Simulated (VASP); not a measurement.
# Al2Pt (P-3m1) in VASP: single point with PBE

Aim: the single point of Al2Pt with PBE.

Everything below comes from runs of VASP 6.6.1. Logs are shortened: lines on timing, memory, paths and dates and some standing lists are left out, and cuts for length are marked.

## 1. The cell of the first run

The structure is trigonal, space group P-3m1 (No. 164). The conventional cell has a = 4.205 Å, b = 4.205 Å, c = 16.299 Å, α = 90.00°, β = 90.00°, γ = 120.00°. Al (site symmetry 3m) has 4 Pt at 2.57 Å and 6 Al at 2.97 Å within 3.4 Å. Within 3.4 Å of Al (site symmetry 3m) lie 3 Pt at 2.57 Å and 3 Al at 2.97 Å. Within 3.4 Å of Al (site symmetry 3m) lie 4 Pt at 2.57 Å and 6 Al at 2.97 Å. Within 3.4 Å of Pt (site symmetry 3m) lie 7 Al at 2.57 Å. Within 3.4 Å of Pt (site symmetry -3m) lie 8 Al at 2.57 Å.

## 2. Single point, PBE (the distance across one plane changed)

The input, INCAR:

```
SYSTEM = Al2Pt
ALGO = Fast
EDIFF = 1E-6
ENCUT = 520
GGA = PE
ISIF = 2
ISMEAR = 0
LASPH = .True.
LCHARG = .True.
LELF = .True.
LREAL = .False.
LVHAR = .True.
LWAVE = .False.
NBANDS = 34
NELM = 60
PREC = Accurate
SIGMA = 0.15
```

The input, KPOINTS:

```
k-points
0
Gamma
  13 13 5
  0 0 0
```

The input, POSCAR:

```
Al2Pt
1.0
    2.9732041201     -2.9732041201      0.0000000000
    2.9732041201      0.0000000000     -2.9732041201
    9.4105098554      9.4105098554      9.4105098554
Al Pt
6 3
Direct
    0.6666666667      0.6666666667      0.2632980832
    1.0000000000      0.0000000000      0.0526680418
    0.3333333333      0.3333333333      0.4739281246
    0.6666666667      0.6666666667      0.5792431453
    1.0000000000      1.0000000000      0.3686131039
    0.3333333333      0.3333333333      0.1579830625
    0.0000000000      0.0000000000      0.5265856349
    0.3333333333      0.3333333333      0.3159555935
    0.6666666667      0.6666666667      0.1053255522
```

Potentials or basis: VASP PAW PBE potentials, release 64 (Al, Pt).

Run with:

```sh
$ cat potpaw_PBE.64/Al/POTCAR potpaw_PBE.64/Pt/POTCAR > POTCAR
$ mpirun -np 1 vasp_std > vasp.out
```

OUTCAR:

```text
SYSTEM = Al2Pt
   EDIFF = 1E-6
   ENCUT = 520
   GGA = PE
   ISIF = 2
   ISMEAR = 0
   LASPH = .True.
   LREAL = .False.
   NELM = 60
   PREC = Accurate

 ion  position               nearest neighbor table
   1  0.667  0.667  0.263-   8 2.57   8 2.57   9 2.57   8 2.57   6 2.97   6 2.97   5 2.97   5 2.97
                             5 2.97   6 2.97
   2  0.000  0.000  0.053-   9 2.57   9 2.57   9 2.57   6 2.97   6 2.97   6 2.97
   3  0.333  0.333  0.474-   7 2.57   7 2.57   7 2.57   8 2.57   5 2.97   4 2.97   4 2.97   5 2.97
                             5 2.97   4 2.97
   4  0.667  0.667  0.579-   7 2.57   7 2.57   7 2.57   3 2.97   3 2.97   3 2.97
   5  0.000  0.000  0.369-   7 2.57   8 2.57   8 2.57   8 2.57   3 2.97   1 2.97   3 2.97   3 2.97
                             1 2.97   1 2.97
   6  0.333  0.333  0.158-   9 2.57   9 2.57   8 2.57   9 2.57   1 2.97   1 2.97   2 2.97   2 2.97
                             2 2.97   1 2.97
   7  0.000  0.000  0.527-   3 2.57   5 2.57   3 2.57   3 2.57   4 2.57   4 2.57   4 2.57
   8  0.333  0.333  0.316-   1 2.57   1 2.57   6 2.57   5 2.57   1 2.57   5 2.57   5 2.57   3 2.57

   9  0.667  0.667  0.105-   6 2.57   6 2.57   1 2.57   2 2.57   6 2.57   2 2.57   2 2.57

  LATTYP: Found a hexagonal cell.
 ALAT       =     4.2047455903
 C/A-ratio  =     3.8764488468

  Lattice vectors:

 A1 = (  -2.9732041201,   0.0000000000,   2.9732041201)
 A2 = (   2.9732041201,  -2.9732041201,   0.0000000000)
 A3 = (   9.4105098554,   9.4105098554,   9.4105098554)

Analysis of symmetry for initial positions (statically):
=====================================================================
 Subroutine PRICEL returns:
 Original cell was already a primitive cell.

 Routine SETGRP: Setting up the symmetry group for a
 hexagonal supercell.

 Subroutine GETGRP returns: Found 12 space group operations
 (whereof  6 operations were pure point group operations)
 out of a pool of 24 trial point group operations.

The static configuration has the point symmetry C_3v.
 The point group associated with its full space group is D_3d.

Analysis of symmetry for dynamics (positions and initial velocities):
=====================================================================
 Subroutine PRICEL returns:
 Original cell was already a primitive cell.

 Routine SETGRP: Setting up the symmetry group for a
 hexagonal supercell.

 Subroutine GETGRP returns: Found 12 space group operations
 (whereof  6 operations were pure point group operations)
 out of a pool of 24 trial point group operations.

The dynamic configuration has the point symmetry C_3v.
 The point group associated with its full space group is D_3d.

 Subroutine INISYM returns: Found 12 space group operations
 (whereof  6 operations are pure point group operations),
 and found     1 'primitive' translations

----------------------------------------------------------------------------------------

                                     Primitive cell

  volume of cell :     249.5651

  direct lattice vectors                    reciprocal lattice vectors
     2.973204120 -2.973204120  0.000000000     0.112112495 -0.224224991  0.112112495
     2.973204120  0.000000000 -2.973204120     0.112112495  0.112112495 -0.224224991
     9.410509855  9.410509855  9.410509855     0.035421389  0.035421389  0.035421389

  length of vectors
     4.204745590  4.204745590 16.299481195     0.274618408  0.274618408  0.061351646

  position of ions in fractional coordinates (direct lattice)
     0.666666667  0.666666667  0.263298083
     0.000000000  0.000000000  0.052668042
     0.333333333  0.333333333  0.473928125
     0.666666667  0.666666667  0.579243145
     0.000000000  0.000000000  0.368613104
     0.333333333  0.333333333  0.157983063
     0.000000000  0.000000000  0.526585635
     0.333333333  0.333333333  0.315955593
     0.666666667  0.666666667  0.105325552

  ion indices of the primitive-cell ions
   primitive index   ion index
                 1           1
                 2           2
                 3           3
                 4           4
                 5           5
                 6           6
                 7           7
                 8           8
                 9           9

----------------------------------------------------------------------------------------

 KPOINTS: k-points

Automatic generation of k-mesh.
 Grid dimensions read from file:
 generate k-points for:   13   13    5

 Generating k-lattice:

  Cartesian coordinates                     Fractional coordinates (reciprocal lattice)
     0.008624038 -0.017248076  0.008624038     0.076923077  0.000000000  0.000000000
     0.008624038  0.008624038 -0.017248076     0.000000000  0.076923077  0.000000000
     0.007084278  0.007084278  0.007084278     0.000000000  0.000000000  0.200000000

  Length of vectors
     0.021124493  0.021124493  0.012270329

  Shift w.r.t. Gamma in fractional coordinates (k-lattice)
     0.000000000  0.000000000  0.000000000

 Subroutine IBZKPT returns following result:
 ===========================================

 Found     91 irreducible k-points:

 Following reciprocal coordinates:
            Coordinates               Weight
  0.000000  0.000000  0.000000      1.000000
  0.076923  0.000000  0.000000      6.000000
  0.153846  0.000000  0.000000      6.000000
  0.230769  0.000000  0.000000      6.000000
  0.307692  0.000000  0.000000      6.000000
  0.384615  0.000000  0.000000      6.000000
[... 16 lines left out ...]
  0.076923  0.000000  0.200000      6.000000
  0.076923  0.076923  0.200000      6.000000
 [... further k-points ...]
   k-points           NKPTS =     91   k-points in BZ     NKDIM =     91   number of bands    NBANDS=     34
   number of dos      NEDOS =    301   number of ions     NIONS =      9
   total plane-waves  NPLWV = 129024
   dimension x,y,z NGX =    32 NGY =   32 NGZ =  126
   dimension x,y,z NGXF=    64 NGYF=   64 NGZF=  252
   ions per type =               6   3
   NGX,Y,Z   is equivalent  to a cutoff of  12.65, 12.65, 12.85 a.u.
   NGXF,Y,Z  is equivalent  to a cutoff of  25.30, 25.30, 25.70 a.u.
 SYSTEM =  Al2Pt
   PREC   = accura    normal or accurate (medium, high low for compatibility)
   ISTART =      0    job   : 0-new  1-cont  2-samecut
   ICHARG =      2    charge: 1-file 2-atom 10-const
   ISPIN  =      1    spin polarized calculation?
   LNONCOLLINEAR =      F non collinear calculations
   LSORBIT =      F    spin-orbit coupling
   LASPH  =      T    aspherical Exc in radial PAW
   ENCUT  =  520.0 eV  38.22 Ry    6.18 a.u.   7.82  7.82 30.31*2*pi/ulx,y,z
   NELM   =     60;   NELMIN=  2; NELMDL= -5     # of ELM steps
   EDIFF  = 0.1E-05   stopping-criterion for ELM
   LREAL  =      F    real-space projection
[... 7 lines left out ...]
   TEBEG  =    0.0;   TEEND  =   0.0 temperature during run
   PSTRESS=    0.0 pullay stress
   NELECT =      48.0000    total number of electrons
   NUPDOWN=      -1.0000    fix difference up-down
   EMIN   =  10.00;   EMAX   =-10.00  energy-range for DOS
   EFERMI =   0.00;   METHOD = LEGACY
   ISMEAR =     0;   SIGMA  =   0.15  broadening in eV -4-tet -1-fermi 0-gaus
   EFERMI_NEDOS =   21; number of points for ismear=-14 and -15
   IALGO  =     68    algorithm
   IMIX   =      4    mixing-type and parameters
     AMIX     =   0.40;   BMIX     =  1.00
     AMIX_MAG =   1.60;   BMIX_MAG =  1.00
  volume/ion in A,a.u.               =      27.73       187.13
  Fermi-wavevector in a.u.,A,eV,Ry     =   0.944990  1.785772 12.150090  0.893006
  Thomas-Fermi vector in A             =   2.072848
   LORBIT       =      0    0 simple, 1 ext, 2 COOP (PROOUT), +10 PAW based schemes
   GGA     = PE    functional components
   LHFCALC =     F    Hartree Fock is set to
   AEXX    =    0.0000 exact exchange contribution
   IVDW    =     0    specifies the selected vdW correction
   LEPSILON=     F    determine dielectric tensor
   LRPA    =     F    only Hartree local field effects (RPA)
 non-spin polarized calculation
 RMM-DIIS sequential band-by-band and
 Gauss-broadening in eV      SIGMA  =   0.15
  energy-cutoff  :      520.00
  volume of cell :      249.57
 maximum number of plane-waves:      6752
   NGX = 15   NGY = 15   NGZ = 61

 number of electron      48.0000002 magnetization

 Free energy of the ion-electron system (eV)
  ---------------------------------------------------
  ext. energy  EPLUGINS =         0.00000000
  ---------------------------------------------------
  free energy    TOTEN  =       -46.42628920 eV

  energy without entropy =      -46.38102573  energy(sigma->0) =      -46.40365747

 E-fermi :   3.4567     XC(G=0):  -7.6904

 val. band max:        3.4234200399   @ k =   0.3077   0.0769   0.2000
 cond. band min:       3.5063166205   @ k =   0.3846   0.0769   0.4000
 fundamental gap:      0.0828965807
 Fermi energy:         3.4566577690

 k-point     1 :       0.0000    0.0000    0.0000
  band No.  band energies     occupation
      1      -6.4112      2.00000
      2      -5.5594      2.00000
      3      -4.6806      2.00000
      4      -2.1737      2.00000
      5      -1.7833      2.00000
      6      -1.4536      2.00000
[... 26 lines left out ...]
     33       8.5851      0.00000
     34       8.7827      0.00000

 k-point     2 :       0.0769    0.0000    0.0000
  band No.  band energies     occupation
      1      -6.3395      2.00000
      2      -5.4869      2.00000
      3      -4.6042      2.00000
      4      -2.1807      2.00000
      5      -1.7970      2.00000
      6      -1.4921      2.00000
[... 26 lines left out ...]
     33       8.5066      0.00000
     34       8.6590      0.00000

 k-point     3 :       0.1538    0.0000    0.0000
  band No.  band energies     occupation
      1      -6.1268      2.00000
      2      -5.2722      2.00000
      3      -4.3782      2.00000
      4      -2.2031      2.00000
      5      -1.8539      2.00000
      6      -1.6104      2.00000
[... 26 lines left out ...]
     33       8.0696      0.00000
     34       8.5985      0.00000

 k-point     4 :       0.2308    0.0000    0.0000
  band No.  band energies     occupation
      1      -5.7803      2.00000
      2      -4.9248      2.00000
      3      -4.0139      2.00000
      4      -2.2433      2.00000
      5      -1.9719      2.00000
      6      -1.7844      2.00000
[... 26 lines left out ...]
     33       7.9637      0.00000
     34       8.9530      0.00000

 k-point     5 :       0.3077    0.0000    0.0000
  band No.  band energies     occupation
      1      -5.3163      2.00000
      2      -4.4668      2.00000
      3      -3.5427      2.00000
      4      -2.3007      2.00000
      5      -2.1509      2.00000
      6      -1.9651      2.00000
[... 621 lines left out ...]
 k-point    22 :       0.0000    0.0000    0.2000
  band No.  band energies     occupation
      1      -6.4112      2.00000
      2      -5.5594      2.00000
      3      -4.6805      2.00000
      4      -2.1738      2.00000
      5      -1.7832      2.00000
      6      -1.4536      2.00000
[... 26 lines left out ...]
     33       8.5892      0.00000
     34       8.9799      0.00000

 k-point    23 :       0.0769    0.0000    0.2000
  band No.  band energies     occupation
      1      -6.3395      2.00000
      2      -5.4870      2.00000
      3      -4.6042      2.00000
      4      -2.1808      2.00000
      5      -1.7970      2.00000
      6      -1.4921      2.00000
[... 26 lines left out ...]
     33       8.6365      0.00000
     34       8.6947      0.00000

 k-point    24 :       0.0769    0.0769    0.2000
  band No.  band energies     occupation
      1      -6.3395      2.00000
      2      -5.4870      2.00000
      3      -4.6042      2.00000
      4      -2.1808      2.00000
      5      -1.7970      2.00000
      6      -1.4921      2.00000
[... 26 lines left out ...]
     33       8.6406      0.00000
     34       8.8046      0.00000

 [... further k-points ...]
[... 5 lines left out ...]
  --------------------------------------------------------------------------------------
  -------------------------------------------------------------------------------------
  Total       -2.8652919     -2.8652919     -2.8652919     -0.2834153     -0.2834153     -0.2834153
  in kB      -18.3948221    -18.3948221    -18.3948221     -1.8194917     -1.8194917     -1.8194917
  external PRESSURE =     -18.3948221 kB  Pullay stress =       0.0000000 kB

 VOLUME and BASIS-vectors are now :
 -----------------------------------------------------------------------------
  energy-cutoff  :      520.00
  volume of cell :      249.57
      direct lattice vectors                 reciprocal lattice vectors
     2.973204120 -2.973204120  0.000000000     0.112112495 -0.224224991  0.112112495
     2.973204120  0.000000000 -2.973204120     0.112112495  0.112112495 -0.224224991
     9.410509855  9.410509855  9.410509855     0.035421389  0.035421389  0.035421389

 POSITION                                       TOTAL-FORCE (eV/Angst)
 -----------------------------------------------------------------------------------
      6.44204      0.49563      0.49563        -0.075438     -0.075438     -0.075438
      0.49563      0.49563      0.49563         0.396159      0.396159      0.396159
      6.44204      3.46884      3.46884         0.109322      0.109322      0.109322
      9.41525      3.46884      3.46884        -0.396159     -0.396159     -0.396159
      3.46884      3.46884      3.46884         0.075438      0.075438      0.075438
      3.46884      0.49563      0.49563        -0.109322     -0.109322     -0.109322
      4.95544      4.95544      4.95544         0.110219      0.110219      0.110219
      4.95544      1.98224      1.98224         0.000000      0.000000      0.000000
      4.95544     -0.99097     -0.99097        -0.110219     -0.110219     -0.110219
 -----------------------------------------------------------------------------------
    total drift:                                0.000003      0.000003      0.000003

  FREE ENERGIE OF THE ION-ELECTRON SYSTEM (eV)
  ---------------------------------------------------
  free  energy   TOTEN  =       -46.4262892002 eV

  energy  without entropy=      -46.3810257347  energy(sigma->0) =      -46.40365747
```

Run time: 6.2 min. Hardware: 1 thread of Intel Xeon 6975P-C (Granite Rapids), shared host; peak memory 0.78 GiB.

What came out:

- Free energy: -46.4263 eV
- Pressure: -1.8 GPa
- Largest force: 0.686 eV/Å
- Band gap on the k mesh: zero (bands 24 and 25 overlap by 3.22 eV)

Forces in eV/Å, atoms in the order of the input:
```
Al  -0.075 -0.075 -0.075
Al   0.396  0.396  0.396
Al   0.109  0.109  0.109
Al  -0.396 -0.396 -0.396
Al   0.075  0.075  0.075
Al  -0.109 -0.109 -0.109
Pt   0.110  0.110  0.110
Pt   0.000  0.000  0.000
Pt  -0.110 -0.110 -0.110
```

Stress tensor (GPa, compression positive):
```
-1.84 -0.18 -0.18
-0.18 -1.84 -0.18
-0.18 -0.18 -1.84
```

Caveat: the cell differs from its parent crystal (the distance across one plane changed); spin-orbit coupling is left out, which moves the levels of the heavy elements.

The gap in the log of VASP goes by the Fermi energy; the results here count the filled bands.